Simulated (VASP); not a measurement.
# SnSe (I4/mmm) in VASP: further runs

Runs on SnSe. Level: PBEsol. Tasks: electric field gradients.

All numbers are computed with VASP 6.6.1; they aren't measurements. Logs are shortened: lines on timing, memory, paths and dates and some standing lists are left out, and cuts for length are marked.

### Step 1. The cell of the first run

It takes space group I4/mmm (No. 139, tetragonal). The conventional cell has a = 4.257 Å, b = 4.257 Å, c = 6.080 Å, α = 90.00°, β = 90.00°, γ = 90.00°. Sn (site symmetry 4/mmm) has 6 Se at 3.01 to 3.04 Å within 4.0 Å. Se (site symmetry 4/mmm) has 6 Sn at 3.01 to 3.04 Å within 4.0 Å.

### Step 2. Electric field gradients, PBEsol (zz strain of +1 %)

The input, INCAR:

```
SYSTEM = SnSe
  PREC = Accurate
  ENCUT = 520
  EDIFF = 1E-8
  ISMEAR = -1
  SIGMA = 0.01
  LREAL = .False.
  LASPH = .True.
  NELM = 100
  ALGO = Normal
  ISIF = 2
  LWAVE = .False.
  LCHARG = .False.
  GGA = PS
  LEFG = .True.
  NBANDS = 17
```

The input, KPOINTS:

```
Automatic mesh
0
Gamma
  7 7 7
  0 0 0
```

The input, POSCAR:

```
SnSe
1.0
    0.0000000000      3.0100000000      3.0401000000
    3.0100000000      0.0000000000      3.0401000000
    3.0100000000      3.0100000000      0.0000000000
Sn Se
1 1
Direct
    0.0000000000      0.0000000000      0.0000000000
    0.5000000000      0.5000000000      0.5000000000
```

Potentials or basis: VASP PAW PBE potentials, release 64 (Sn_d, Se).

Launch:

```
$ cat potpaw_PBE.64/Sn_d/POTCAR potpaw_PBE.64/Se/POTCAR > POTCAR
$ mpirun -np 1 vasp_std > vasp.out
```

OUTCAR:

```text
SYSTEM = SnSe
   PREC = Accurate
   ENCUT = 520
   EDIFF = 1E-8
   ISMEAR = -1
   LREAL = .False.
   LASPH = .True.
   NELM = 100
   ISIF = 2
   GGA = PS

 ion  position               nearest neighbor table
   1  0.000  0.000  0.000-   2 3.01   2 3.01   2 3.01   2 3.01   2 3.04   2 3.04
   2  0.500  0.500  0.500-   1 3.01   1 3.01   1 3.01   1 3.01   1 3.04   1 3.04

  LATTYP: Found a body centered tetragonal cell.
 ALAT       =     4.2567828227
 C/A-ratio  =     1.4283556980

  Lattice vectors:

 A1 = (  -3.0100000000,   0.0000000000,   3.0401000000)
 A2 = (   3.0100000000,   0.0000000000,   3.0401000000)
 A3 = (   0.0000000000,   3.0100000000,  -3.0401000000)

Analysis of symmetry for initial positions (statically):
=====================================================================
 Subroutine PRICEL returns:
 Original cell was already a primitive cell.

 Routine SETGRP: Setting up the symmetry group for a
 body centered tetragonal supercell.

 Subroutine GETGRP returns: Found 16 space group operations
 (whereof 16 operations were pure point group operations)
 out of a pool of 16 trial point group operations.

The static configuration has the point symmetry D_4h.

Analysis of symmetry for dynamics (positions and initial velocities):
=====================================================================
 Subroutine PRICEL returns:
 Original cell was already a primitive cell.

 Routine SETGRP: Setting up the symmetry group for a
 body centered tetragonal supercell.

 Subroutine GETGRP returns: Found 16 space group operations
 (whereof 16 operations were pure point group operations)
 out of a pool of 16 trial point group operations.

The dynamic configuration has the point symmetry D_4h.

 Subroutine INISYM returns: Found 16 space group operations
 (whereof 16 operations are pure point group operations),
 and found     1 'primitive' translations

----------------------------------------------------------------------------------------

                                     Primitive cell

  volume of cell :      55.0872

  direct lattice vectors                    reciprocal lattice vectors
     0.000000000  3.010000000  3.040100000    -0.166112957  0.166112957  0.164468274
     3.010000000  0.000000000  3.040100000     0.166112957 -0.166112957  0.164468274
     3.010000000  3.010000000  0.000000000     0.166112957  0.166112957 -0.164468274

  length of vectors
     4.278119682  4.278119682  4.256782823     0.286769667  0.286769667  0.286769667

  position of ions in fractional coordinates (direct lattice)
     0.000000000  0.000000000  0.000000000
     0.500000000  0.500000000  0.500000000

  ion indices of the primitive-cell ions
   primitive index   ion index
                 1           1
                 2           2

----------------------------------------------------------------------------------------

 KPOINTS: Automatic mesh

Automatic generation of k-mesh.
 Grid dimensions read from file:
 generate k-points for:    7    7    7

 Generating k-lattice:

  Cartesian coordinates                     Fractional coordinates (reciprocal lattice)
    -0.023730422  0.023730422  0.023495468     0.142857143  0.000000000  0.000000000
     0.023730422 -0.023730422  0.023495468     0.000000000  0.142857143  0.000000000
     0.023730422  0.023730422 -0.023495468     0.000000000  0.000000000  0.142857143

  Length of vectors
     0.040967095  0.040967095  0.040967095

  Shift w.r.t. Gamma in fractional coordinates (k-lattice)
     0.000000000  0.000000000  0.000000000

 Subroutine IBZKPT returns following result:
 ===========================================

 Found     40 irreducible k-points:

 Following reciprocal coordinates:
            Coordinates               Weight
  0.000000  0.000000  0.000000      1.000000
  0.142857 -0.000000  0.000000      8.000000
  0.285714 -0.000000  0.000000      8.000000
  0.428571 -0.000000  0.000000      8.000000
  0.142857  0.142857  0.000000      2.000000
  0.285714  0.142857  0.000000      8.000000
[... 16 lines left out ...]
  0.428571  0.285714  0.142857      8.000000
 -0.428571  0.285714  0.142857     16.000000
 [... further k-points ...]
   k-points           NKPTS =     40   k-points in BZ     NKDIM =     40   number of bands    NBANDS=     17
   number of dos      NEDOS =    301   number of ions     NIONS =      2
   total plane-waves  NPLWV =  32768
   dimension x,y,z NGX =    32 NGY =   32 NGZ =   32
   dimension x,y,z NGXF=    64 NGYF=   64 NGZF=   64
   ions per type =               1   1
   NGX,Y,Z   is equivalent  to a cutoff of  12.44, 12.44, 12.50 a.u.
   NGXF,Y,Z  is equivalent  to a cutoff of  24.87, 24.87, 24.99 a.u.
 SYSTEM =  SnSe
   PREC   = accura    normal or accurate (medium, high low for compatibility)
   ISTART =      0    job   : 0-new  1-cont  2-samecut
   ICHARG =      2    charge: 1-file 2-atom 10-const
   ISPIN  =      1    spin polarized calculation?
   LNONCOLLINEAR =      F non collinear calculations
   LSORBIT =      F    spin-orbit coupling
   LASPH  =      T    aspherical Exc in radial PAW
   ENCUT  =  520.0 eV  38.22 Ry    6.18 a.u.   7.95  7.95  7.91*2*pi/ulx,y,z
   NELM   =    100;   NELMIN=  2; NELMDL= -5     # of ELM steps
   EDIFF  = 0.1E-07   stopping-criterion for ELM
   LREAL  =      F    real-space projection
   EDIFFG = 0.1E-06   stopping-criterion for IOM
   NSW    =      0    number of steps for IOM
   IBRION =     -1    ionic relax: 0-MD 1-quasi-New 2-CG
   NFREE  =      0    steps in history (QN), initial steepest desc. (CG)
   ISIF   =      2    stress and relaxation
   ISYM   =      2    0-nonsym 1-usesym 2-fastsym
   POTIM  = 0.5000    time-step for ionic-motion
   TEBEG  =    0.0;   TEEND  =   0.0 temperature during run
   PSTRESS=    0.0 pullay stress
   NELECT =      20.0000    total number of electrons
   NUPDOWN=      -1.0000    fix difference up-down
   EMIN   =  10.00;   EMAX   =-10.00  energy-range for DOS
   EFERMI =   0.00;   METHOD = LEGACY
   ISMEAR =    -1;   SIGMA  =   0.01  broadening in eV -4-tet -1-fermi 0-gaus
   EFERMI_NEDOS =   21; number of points for ismear=-14 and -15
   IALGO  =     38    algorithm
   IMIX   =      4    mixing-type and parameters
     AMIX     =   0.40;   BMIX     =  1.00
     AMIX_MAG =   1.60;   BMIX_MAG =  1.00
  volume/ion in A,a.u.               =      27.54       185.87
  Fermi-wavevector in a.u.,A,eV,Ry     =   1.167888  2.206988 18.557836  1.363962
  Thomas-Fermi vector in A             =   2.304382
   LORBIT       =      0    0 simple, 1 ext, 2 COOP (PROOUT), +10 PAW based schemes
   GGA     = PS    functional components
   LHFCALC =     F    Hartree Fock is set to
   AEXX    =    0.0000 exact exchange contribution
   IVDW    =     0    specifies the selected vdW correction
   LEPSILON=     F    determine dielectric tensor
   LRPA    =     F    only Hartree local field effects (RPA)
 non-spin polarized calculation
  energy-cutoff  :      520.00
  volume of cell :       55.09
 maximum number of plane-waves:      1495
   NGX = 15   NGY = 15   NGZ = 15

 number of electron      20.0000002 magnetization

 Free energy of the ion-electron system (eV)
  ---------------------------------------------------
  ext. energy  EPLUGINS =         0.00000000
  ---------------------------------------------------
  free energy    TOTEN  =        -8.96596689 eV

  energy without entropy =       -8.96596689  energy(sigma->0) =       -8.96596689

 E-fermi :   5.4619     XC(G=0):  -9.7312

 val. band max:        5.2487810130   @ k =  -0.2857   0.1429   0.0000
 cond. band min:       5.9461320149   @ k =  -0.2857   0.0000   0.1429
 fundamental gap:      0.6973510019
 Fermi energy:         5.4619124397

 k-point     1 :       0.0000    0.0000    0.0000
  band No.  band energies     occupation
      1     -16.1577      2.00000
      2     -16.1575      2.00000
      3     -16.1575      2.00000
      4     -16.1545      2.00000
      5     -16.1532      2.00000
      6      -8.4775      2.00000
[... 9 lines left out ...]
     16      11.1723      0.00000
     17      13.3650      0.00000

 k-point     2 :       0.1429   -0.0000    0.0000
  band No.  band energies     occupation
      1     -16.1589      2.00000
      2     -16.1566      2.00000
      3     -16.1566      2.00000
      4     -16.1532      2.00000
      5     -16.1527      2.00000
      6      -8.3377      2.00000
[... 9 lines left out ...]
     16      11.6350      0.00000
     17      14.6119      0.00000

 k-point     3 :       0.2857   -0.0000    0.0000
  band No.  band energies     occupation
      1     -16.1619      2.00000
      2     -16.1591      2.00000
      3     -16.1553      2.00000
      4     -16.1490      2.00000
      5     -16.1476      2.00000
      6      -7.9773      2.00000
[... 9 lines left out ...]
     16      12.8435      0.00000
     17      16.9202      0.00000

 k-point     4 :       0.4286   -0.0000    0.0000
  band No.  band energies     occupation
      1     -16.1645      2.00000
      2     -16.1617      2.00000
      3     -16.1544      2.00000
      4     -16.1449      2.00000
      5     -16.1432      2.00000
      6      -7.6187      2.00000
[... 9 lines left out ...]
     16      14.7127      0.00000
     17      15.8985      0.00000

 k-point     5 :       0.1429    0.1429    0.0000
  band No.  band energies     occupation
      1     -16.1614      2.00000
      2     -16.1557      2.00000
      3     -16.1544      2.00000
      4     -16.1544      2.00000
      5     -16.1518      2.00000
      6      -8.2947      2.00000
[... 9 lines left out ...]
     16      12.4359      0.00000
     17      13.7857      0.00000

 k-point     6 :       0.2857    0.1429    0.0000
  band No.  band energies     occupation
      1     -16.1652      2.00000
      2     -16.1554      2.00000
      3     -16.1546      2.00000
      4     -16.1509      2.00000
      5     -16.1480      2.00000
      6      -8.0098      2.00000
[... 9 lines left out ...]
     16      13.5992      0.00000
     17      15.3665      0.00000
[... 281 lines left out ...]
 k-point    21 :      -0.2857    0.0000    0.1429
  band No.  band energies     occupation
      1     -16.1630      2.00000
      2     -16.1602      2.00000
      3     -16.1537      2.00000
      4     -16.1475      2.00000
      5     -16.1465      2.00000
      6      -7.7526      2.00000
[... 9 lines left out ...]
     16      15.1514      0.00000
     17      15.8031      0.00000

 k-point    22 :      -0.1429    0.0000    0.1429
  band No.  band energies     occupation
      1     -16.1606      2.00000
      2     -16.1572      2.00000
      3     -16.1558      2.00000
      4     -16.1517      2.00000
      5     -16.1498      2.00000
      6      -8.1242      2.00000
[... 9 lines left out ...]
     16      13.2424      0.00000
     17      14.3684      0.00000

 k-point    23 :       0.4286    0.2857    0.1429
  band No.  band energies     occupation
      1     -16.1691      2.00000
      2     -16.1547      2.00000
      3     -16.1546      2.00000
      4     -16.1474      2.00000
      5     -16.1460      2.00000
      6      -7.7147      2.00000
[... 9 lines left out ...]
     16      15.1143      0.00000
     17      15.5830      0.00000

 k-point    24 :      -0.4286    0.2857    0.1429
  band No.  band energies     occupation
      1     -16.1706      2.00000
      2     -16.1565      2.00000
      3     -16.1510      2.00000
      4     -16.1479      2.00000
      5     -16.1438      2.00000
      6      -7.4332      2.00000
[... 9 lines left out ...]
     16      15.4139      0.00000
     17      16.8108      0.00000

 [... further k-points ...]
[... 5 lines left out ...]
  --------------------------------------------------------------------------------------
  -------------------------------------------------------------------------------------
  Total       -0.6785797     -0.6785797     -1.0440396      0.0000000     -0.0000000      0.0000000
  in kB      -19.7360672    -19.7360672    -30.3652379      0.0000000     -0.0000000      0.0000000
  external PRESSURE =     -23.2791241 kB  Pullay stress =       0.0000000 kB

 VOLUME and BASIS-vectors are now :
 -----------------------------------------------------------------------------
  energy-cutoff  :      520.00
  volume of cell :       55.09
      direct lattice vectors                 reciprocal lattice vectors
     0.000000000  3.010000000  3.040100000    -0.166112957  0.166112957  0.164468274
     3.010000000  0.000000000  3.040100000     0.166112957 -0.166112957  0.164468274
     3.010000000  3.010000000  0.000000000     0.166112957  0.166112957 -0.164468274

 POSITION                                       TOTAL-FORCE (eV/Angst)
 -----------------------------------------------------------------------------------
      0.00000      0.00000      0.00000        -0.000000      0.000000     -0.000000
      3.01000      3.01000      3.04010         0.000000     -0.000000      0.000000
 -----------------------------------------------------------------------------------
    total drift:                                0.000000     -0.000000     -0.000000

  FREE ENERGIE OF THE ION-ELECTRON SYSTEM (eV)
  ---------------------------------------------------
  free  energy   TOTEN  =        -8.9659668906 eV

  energy  without entropy=       -8.9659668906  energy(sigma->0) =       -8.96596689

 Electric field gradients (V/A^2)
---------------------------------------------------------------------
 ion       V_xx      V_yy      V_zz      V_xy      V_xz      V_yz
---------------------------------------------------------------------
   1      -6.702    -6.702    13.403     0.002     0.001     0.001
   2      -0.762    -0.762     1.525    -0.000    -0.000    -0.000
---------------------------------------------------------------------

 Electric field gradients after diagonalization (V/A^2)
 (convention: |V_zz| > |V_xx| > |V_yy|)
----------------------------------------------------------------------
 ion       V_xx      V_yy      V_zz     asymmetry (V_yy - V_xx)/ V_zz
----------------------------------------------------------------------
   1      -6.703    -6.700    13.403       0.000
   2      -0.763    -0.762     1.525       0.000
----------------------------------------------------------------------

           NMR quadrupolar parameters

 Cq : quadrupolar parameter    Cq=e*Q*V_zz/h
 eta: asymmetry parameters     (V_yy - V_xx)/ V_zz
 Q  : nuclear electric quadrupole moment in mb (millibarn)
----------------------------------------------------------------------
 ion       Cq(MHz)       eta       Q (mb)
----------------------------------------------------------------------
   1       0.032       0.000       1.000
   2       0.004       0.000       1.000
----------------------------------------------------------------------
```

It took 58 s on 1 thread of Intel Xeon 8259CL, shared host; peak memory 0.19 GiB.

Results:

- Free energy: -8.9660 eV
- Pressure: -2.3 GPa
- Band gap on the k mesh: 0.70 eV (least direct gap 0.71 eV)
- Largest electric field gradient by atom: Sn +13.4; Se +1.5 V/Å²

Levels at points of the mesh, in eV from the valence-band top:
| k point | band 7 | band 8 | band 9 | band 10 | band 11 | band 12 | band 13 | band 14 |
| --- | --- | --- | --- | --- | --- | --- | --- | --- |
| (0.00, 0.00, 0.00) | -5.06 | -2.10 | -2.10 | -2.01 | 4.18 | 4.41 | 4.41 | 5.85 |

Electric field gradients, principal values (V/Å²):
```
atom   least  middle  greatest (by size)
1 Sn  -6.700  -6.703              13.403
2 Se  -0.762  -0.763               1.525
```

Caveat: the cell differs from its parent crystal (zz strain of +1 %); without QUAD_EFG the Cq values of the log hold for a quadrupole moment of 1 mb, not for the nuclei; the PAW data sets were made with another functional, which shifts forces and pressure a little; spin-orbit coupling is left out, which moves the levels of the heavy elements; an odd mesh through Γ misses points on the zone boundary, where band edges can lie.

(Continued in part 2 of 2.)
